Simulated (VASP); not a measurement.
A run of VASP 6.6.1 is set up as follows.

File INCAR:

```
SYSTEM = O
ALGO = Normal ; EDIFF = 1E-8
ENCUT = 520 ; GGA = PE
ISIF = 2 ; ISMEAR = -1
LASPH = .TRUE. ; LCHARG = .FALSE.
LEFG = .TRUE. ; LREAL = .FALSE.
LWAVE = .FALSE. ; NBANDS = 13
NELM = 60 ; PREC = Accurate
SIGMA = 0.01
```

File KPOINTS:

```
k-points
0
G
  12 12 12
  0 0 0
```

POSCAR

```
O
1.0
   -0.1090480000      2.0406530000      3.3026990000
    1.4114530000     -0.0964640000      3.3152830000
    1.4361990000      2.0779830000     -0.0717180000
O
2
Direct
    0.0871000000      0.0871000000      0.9129000000
    0.9129000000      0.9129000000      0.0871000000
```

Potentials or basis: VASP PAW PBE potentials, release 64 (O).

The run is started by

```console
$ cat potpaw_PBE.64/O/POTCAR > POTCAR
$ mpirun -np 1 vasp_std > vasp.out
```

Question: Estimate the pressure.

Answer: 18.3 GPa.

Question: What does it give for the band gap on the k mesh?

Answer: Zero (band 6 reaches 2.53 eV, above the bottom of band 7 at 0.90 eV).

Forces on the atoms (eV/Å):
```
O    0.038  0.188  5.699
O   -0.038 -0.188 -5.699
```

Caveat: the cell differs from its parent crystal (equal xy, yz and zx shear strains of -4 %); the standard files for N, O and F lose accuracy on very short bonds; spin is off for a triplet molecule; without QUAD_EFG the Cq values of the log hold for a quadrupole moment of 1 mb, not for the nuclei; forces of over 1 eV/Å act on the atoms, so gaps and moduli don't describe the material at rest.
